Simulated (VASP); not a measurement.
# Ta6Si in VASP: relaxation of the atoms with PBE

Aim: the relaxation of the atoms of Ta6Si with PBE.

All numbers are computed with VASP 6.6.1; they aren't measurements. Logs are shortened: lines on timing, memory, paths and dates and some standing lists are left out, and cuts for length are marked.

### Step 1. The cell of the first run

The cell holds a slab with vacuum, 7 atoms: a = 4.694 Å, b = 4.694 Å, c = 19.988 Å, α = 90.00°, β = 90.00°, γ = 120.00°.

### Step 2. Relaxation of the atoms, PBE

Input file INCAR:

```
SYSTEM = Ta6Si
ALGO = Fast
DIPOL = 0.5 0.5 0.338
EDIFF = 1E-6
EDIFFG = -0.025
ENCUT = 520
GGA = PE
IBRION = 2
IDIPOL = 3
ISIF = 2
ISMEAR = 0
KPAR = 4
LASPH = .TRUE.
LCHARG = .FALSE.
LDIPOL = .TRUE.
LREAL = .FALSE.
LWAVE = .FALSE.
NELM = 100
NSW = 36
PREC = Accurate
SIGMA = 0.1
```

Input file KPOINTS:

```
k-points
0
G
  6 6 1
  0 0 0
```

Input file POSCAR:

```
Ta6Si
1.0
    4.6937283334      0.0000000000      0.0000000000
   -2.3468641667      4.0648879751      0.0000000000
    0.0000000000      0.0000000000     19.9881921067
Ta Si
6 1
Selective dynamics
Direct
    0.6666666667      0.3333333333      0.2001181487  F F F
    0.3333333333      0.6666666667      0.2480516125  F F F
    0.0000000000      0.0000000000      0.2959850764  F F F
    0.6666666667      0.3333333333      0.3401842440  F F F
    0.3333333333      0.6666666667      0.3819724415  F F F
    0.0000000000      0.0000000000      0.4246603225  F F F
    0.8888888889      0.4444444444      0.4736892690  F F T
```

Potentials or basis: VASP PAW PBE potentials, release 64 (Ta_pv, Si).

The run is started by

```
cat potpaw_PBE.64/Ta_pv/POTCAR potpaw_PBE.64/Si/POTCAR > POTCAR
mpirun -np 4 vasp_std > vasp.out
```

OUTCAR:

```text
SYSTEM = Ta6Si
   EDIFF = 1E-6
   EDIFFG = -0.025
   ENCUT = 520
   GGA = PE
   IBRION = 2
   ISIF = 2
   ISMEAR = 0
   LASPH = .TRUE.
   LREAL = .FALSE.
   NELM = 100
   NSW = 36
   PREC = Accurate

 ion  position               nearest neighbor table
   1  0.667  0.333  0.200-   4 2.80   2 2.87   2 2.87   2 2.87   3 3.32   3 3.32   3 3.32
   2  0.333  0.667  0.248-   5 2.68   1 2.87   1 2.87   3 2.87   1 2.87   3 2.87   3 2.87   4 3.28
                             4 3.28   4 3.28
   3  0.000  0.000  0.296-   6 2.57   4 2.85   4 2.85   4 2.85   2 2.87   2 2.87   2 2.87   5 3.21
                             5 3.21   5 3.21   1 3.32   1 3.32   1 3.32
   4  0.667  0.333  0.340-   1 2.80   7 2.82   5 2.84   5 2.84   5 2.84   3 2.85   3 2.85   3 2.85
                             6 3.19   6 3.19   6 3.19   2 3.28   2 3.28   2 3.28
   5  0.333  0.667  0.382-   7 2.57   2 2.68   4 2.84   4 2.84   4 2.84   6 2.84   6 2.84   6 2.84
                             3 3.21   3 3.21   3 3.21
   6  0.000  0.000  0.425-   3 2.57   7 2.58   7 2.58   5 2.84   5 2.84   5 2.84   4 3.19   4 3.19
                             4 3.19
   7  0.889  0.444  0.474-   5 2.57   6 2.58   6 2.58   4 2.82

  LATTYP: Found a hexagonal cell.
 ALAT       =     4.6937283334
 C/A-ratio  =     4.2584893473

  Lattice vectors:

 A1 = (   4.6937283334,   0.0000000000,   0.0000000000)
 A2 = (  -2.3468641667,   4.0648879751,   0.0000000000)
 A3 = (   0.0000000000,   0.0000000000,  19.9881921067)

Analysis of symmetry for initial positions (statically):
=====================================================================
 Subroutine PRICEL returns:
 Original cell was already a primitive cell.

 Routine SETGRP: Setting up the symmetry group for a
 hexagonal supercell.

 Subroutine GETGRP returns: Found  2 space group operations
 (whereof  2 operations were pure point group operations)
 out of a pool of 24 trial point group operations.

The static configuration has the point symmetry C_1h.

Analysis of symmetry for dynamics (positions and initial velocities):
=====================================================================
 Subroutine PRICEL returns:
 Original cell was already a primitive cell.

 Routine SETGRP: Setting up the symmetry group for a
 hexagonal supercell.

 Subroutine GETGRP returns: Found  2 space group operations
 (whereof  2 operations were pure point group operations)
 out of a pool of 24 trial point group operations.

The dynamic configuration has the point symmetry C_1h.

Analysis of constrained symmetry for selective dynamics:
=====================================================================
 Subroutine PRICEL returns:
 Original cell was already a primitive cell.

 Routine SETGRP: Setting up the symmetry group for a
 hexagonal supercell.

 Subroutine GETGRP returns: Found  2 space group operations
 (whereof  2 operations were pure point group operations)
 out of a pool of 24 trial point group operations.

The constrained configuration has the point symmetry C_1h.

 Subroutine INISYM returns: Found  2 space group operations
 (whereof  2 operations are pure point group operations),
 and found     1 'primitive' translations

----------------------------------------------------------------------------------------

                                     Primitive cell

  volume of cell :     381.3643

  direct lattice vectors                    reciprocal lattice vectors
     4.693728333  0.000000000  0.000000000     0.213050251  0.123004620  0.000000000
    -2.346864167  4.064887975  0.000000000     0.000000000  0.246009240  0.000000000
     0.000000000  0.000000000 19.988192107     0.000000000  0.000000000  0.050029537

  length of vectors
     4.693728333  4.693728333 19.988192107     0.246009240  0.246009240  0.050029537

  position of ions in fractional coordinates (direct lattice)
     0.666666667  0.333333333  0.200118149
     0.333333333  0.666666667  0.248051612
     0.000000000  0.000000000  0.295985076
     0.666666667  0.333333333  0.340184244
     0.333333333  0.666666667  0.381972441
     0.000000000  0.000000000  0.424660323
     0.888888889  0.444444444  0.473689269

  ion indices of the primitive-cell ions
   primitive index   ion index
                 1           1
                 2           2
                 3           3
                 4           4
                 5           5
                 6           6
                 7           7

----------------------------------------------------------------------------------------

 KPOINTS: k-points

Automatic generation of k-mesh.
 Grid dimensions read from file:
 generate k-points for:    6    6    1

 Generating k-lattice:

  Cartesian coordinates                     Fractional coordinates (reciprocal lattice)
     0.035508375  0.020500770  0.000000000     0.166666667  0.000000000  0.000000000
     0.000000000  0.041001540  0.000000000     0.000000000  0.166666667  0.000000000
     0.000000000  0.000000000  0.050029537     0.000000000  0.000000000  1.000000000

  Length of vectors
     0.041001540  0.041001540  0.050029537

  Shift w.r.t. Gamma in fractional coordinates (k-lattice)
     0.000000000  0.000000000  0.000000000

 Subroutine IBZKPT returns following result:
 ===========================================

 Found     13 irreducible k-points:

 Following reciprocal coordinates:
            Coordinates               Weight
  0.000000  0.000000  0.000000      1.000000
  0.166667 -0.000000  0.000000      2.000000
  0.000000  0.166667  0.000000      4.000000
  0.333333 -0.000000  0.000000      2.000000
  0.000000  0.333333  0.000000      4.000000
  0.500000  0.000000  0.000000      1.000000
  0.000000  0.500000  0.000000      2.000000
  0.166667  0.166667  0.000000      4.000000
 -0.166667  0.333333  0.000000      2.000000
  0.333333  0.166667  0.000000      4.000000
 -0.166667  0.500000  0.000000      4.000000
  0.500000  0.333333  0.000000      4.000000
  0.333333  0.333333  0.000000      2.000000
   k-points           NKPTS =     13   k-points in BZ     NKDIM =     13   number of bands    NBANDS=     42
   number of dos      NEDOS =    301   number of ions     NIONS =      7
   total plane-waves  NPLWV = 194400
   dimension x,y,z NGX =    36 NGY =   36 NGZ =  150
   dimension x,y,z NGXF=    72 NGYF=   72 NGZF=  300
   ions per type =               6   1
   NGX,Y,Z   is equivalent  to a cutoff of  12.75, 12.75, 12.48 a.u.
   NGXF,Y,Z  is equivalent  to a cutoff of  25.50, 25.50, 24.95 a.u.
 SYSTEM =  Ta6Si
   PREC   = accura    normal or accurate (medium, high low for compatibility)
   ISTART =      0    job   : 0-new  1-cont  2-samecut
   ICHARG =      2    charge: 1-file 2-atom 10-const
   ISPIN  =      1    spin polarized calculation?
   LNONCOLLINEAR =      F non collinear calculations
   LSORBIT =      F    spin-orbit coupling
   LASPH  =      T    aspherical Exc in radial PAW
   ENCUT  =  520.0 eV  38.22 Ry    6.18 a.u.   8.73  8.73 37.16*2*pi/ulx,y,z
   NELM   =    100;   NELMIN=  2; NELMDL= -5     # of ELM steps
   EDIFF  = 0.1E-05   stopping-criterion for ELM
   LREAL  =      F    real-space projection
   EDIFFG = -.3E-01   stopping-criterion for IOM
   NSW    =     36    number of steps for IOM
   IBRION =      2    ionic relax: 0-MD 1-quasi-New 2-CG
   NFREE  =      1    steps in history (QN), initial steepest desc. (CG)
   ISIF   =      2    stress and relaxation
   ISYM   =      2    0-nonsym 1-usesym 2-fastsym
   POTIM  = 0.5000    time-step for ionic-motion
   TEBEG  =    0.0;   TEEND  =   0.0 temperature during run
   PSTRESS=    0.0 pullay stress
   NELECT =      70.0000    total number of electrons
   NUPDOWN=      -1.0000    fix difference up-down
   EMIN   =  10.00;   EMAX   =-10.00  energy-range for DOS
   EFERMI =   0.00;   METHOD = LEGACY
   ISMEAR =     0;   SIGMA  =   0.10  broadening in eV -4-tet -1-fermi 0-gaus
   EFERMI_NEDOS =   21; number of points for ismear=-14 and -15
   IALGO  =     68    algorithm
   IMIX   =      4    mixing-type and parameters
     AMIX     =   0.40;   BMIX     =  1.00
     AMIX_MAG =   1.60;   BMIX_MAG =  1.00
  volume/ion in A,a.u.               =      54.48       367.65
  Fermi-wavevector in a.u.,A,eV,Ry     =   0.930381  1.758165 11.777323  0.865609
  Thomas-Fermi vector in A             =   2.056763
   LORBIT       =      0    0 simple, 1 ext, 2 COOP (PROOUT), +10 PAW based schemes
   GGA     = PE    functional components
   LHFCALC =     F    Hartree Fock is set to
   AEXX    =    0.0000 exact exchange contribution
   IVDW    =     0    specifies the selected vdW correction
   LEPSILON=     F    determine dielectric tensor
   LRPA    =     F    only Hartree local field effects (RPA)
 conjugate gradient relaxation of ions
 non-spin polarized calculation
 RMM-DIIS sequential band-by-band and
 Gauss-broadening in eV      SIGMA  =   0.10
  energy-cutoff  :      520.00
  volume of cell :      381.36
 maximum number of plane-waves:     10285
 NGX is ok and might be reduce to    36
   NGX = 17   NGY = 17   NGZ = 75

 dipolmoment           0.000000      0.000000     -0.633823 electrons x Angstroem

--------------------------------------- Ionic step        1  -------------------------------------------

 number of electron      69.9999991 magnetization

 Free energy of the ion-electron system (eV)
  ---------------------------------------------------
  ext. energy  EPLUGINS =         0.00000000
  ---------------------------------------------------
  free energy    TOTEN  =       -70.43098562 eV

  energy without entropy =      -70.39978780  energy(sigma->0) =      -70.41538671

------------------------ aborting loop because EDIFF is reached ----------------------------------------

  FORCE on cell =-STRESS in cart. coord.  units (eV):
  Direction    XX          YY          ZZ          XY          YZ          ZX
  --------------------------------------------------------------------------------------
  -------------------------------------------------------------------------------------
  Total       -1.9597466     -0.9884019      0.9780710     -0.8412091     -0.9636078     -1.6690175
  in kB       -8.2332338     -4.1524471      4.1090451     -3.5340649     -4.0482827     -7.0118306
  external PRESSURE =      -2.7588786 kB  Pullay stress =       0.0000000 kB
[... 67 lines left out ...]
  energy  without entropy=      -70.3998309917  energy(sigma->0) =      -70.41544548

--------------------------------------- Ionic step        3  -------------------------------------------

 number of electron      69.9999990 magnetization

 dipolmoment           0.000000      0.000000      0.174677 electrons x Angstroem

 Free energy of the ion-electron system (eV)
  ---------------------------------------------------
  ext. energy  EPLUGINS =         0.00000000
  ---------------------------------------------------
  free energy    TOTEN  =       -70.43111197 eV

  energy without entropy =      -70.39982557  energy(sigma->0) =      -70.41546877

 E-fermi :  -0.8371     XC(G=0):  -5.1005

 val. band max:       -0.8527750725   @ k =   0.1667   0.1667   0.0000
 cond. band min:      -0.7867987076   @ k =   0.0000   0.3333   0.0000
 fundamental gap:      0.0659763649
 Fermi energy:        -0.8370650121

 k-point     1 :       0.0000    0.0000    0.0000
  band No.  band energies     occupation
      1     -35.5387      2.00000
      2     -35.2919      2.00000
      3     -35.2693      2.00000
      4     -35.2564      2.00000
      5     -35.0079      2.00000
      6     -35.0043      2.00000
[... 574 lines left out ...]
     41       0.6299      0.00000
     42       0.7870      0.00000

------------------------ aborting loop because EDIFF is reached ----------------------------------------

 vacuum level on the upper side and lower side of the slab       (xc-potential included)         0.652        -0.972

  FORCE on cell =-STRESS in cart. coord.  units (eV):
  Direction    XX          YY          ZZ          XY          YZ          ZX
  --------------------------------------------------------------------------------------
  -------------------------------------------------------------------------------------
  Total       -2.0080155     -1.0468650      0.8864859     -0.8323808     -0.9487630     -1.6433057
  in kB       -8.4360201     -4.3980605      3.7242805     -3.4969756     -3.9859174     -6.9038111
  external PRESSURE =      -3.0366000 kB  Pullay stress =       0.0000000 kB

 VOLUME and BASIS-vectors are now :
 -----------------------------------------------------------------------------
  energy-cutoff  :      520.00
  volume of cell :      381.36
      direct lattice vectors                 reciprocal lattice vectors
     4.693728333  0.000000000  0.000000000     0.213050251  0.123004620  0.000000000
    -2.346864167  4.064887975  0.000000000     0.000000000  0.246009240  0.000000000
     0.000000000  0.000000000 19.988192107     0.000000000  0.000000000  0.050029537
[... 13 lines left out ...]
  FREE ENERGIE OF THE ION-ELECTRON SYSTEM (eV)
  ---------------------------------------------------
  free  energy   TOTEN  =       -70.4311119726 eV

  energy  without entropy=      -70.3998255691  energy(sigma->0) =      -70.41546877

 reached required accuracy - stopping structural energy minimisation

 vacuum level on the upper side and lower side of the slab         4.085         2.416
```

Wall time 7.8 min (4 MPI ranks of Oxide Virtual Turin-like, shared host); peak memory 0.57 GiB.

Results:

| Property | Result |
| --- | --- |
| Free energy | -70.4311 eV |
| Energy gained by relaxing | 0.0 meV/atom |
| Ionic steps | 3 |
| Band gap on the k mesh | zero (bands 35 and 36 overlap by 0.20 eV) |

The path:
```
step  energy change (eV)  largest force on free atoms (eV/Å)  pressure (GPa)
   1              0.0000                              0.0435           -0.28
   2             -0.0001                              0.0282           -0.29
   3             -0.0001                              0.0002           -0.30
```

Final structure:
```
Ta Si
1.0
     4.69373    0.00000    0.00000
    -2.34686    4.06489    0.00000
     0.00000    0.00000   19.98819
Ta Si
6 1
Direct
  0.66667 0.33333 0.20012
  0.33333 0.66667 0.24805
  0.00000 0.00000 0.29599
  0.66667 0.33333 0.34018
  0.33333 0.66667 0.38197
  0.00000 0.00000 0.42466
  0.88889 0.44444 0.47399
```

Levels at points of the mesh, in eV from the Fermi level:
| k point | band 33 | band 34 | band 35 | band 36 | band 37 | band 38 |
| --- | --- | --- | --- | --- | --- | --- |
| (0.00, 0.00, 0.00) | -0.50 | -0.46 | -0.08 | 0.15 | 0.18 | 0.36 |
| (0.50, 0.00, 0.00) | -0.78 | -0.54 | -0.23 | 0.11 | 0.54 | 0.83 |
| (0.00, 0.50, 0.00) | -0.44 | -0.22 | -0.05 | 0.10 | 0.33 | 0.92 |

Caveat: spin-orbit coupling is left out, which moves the levels of the heavy elements.

The gap in the log of VASP goes by the Fermi energy; the results here count the filled bands.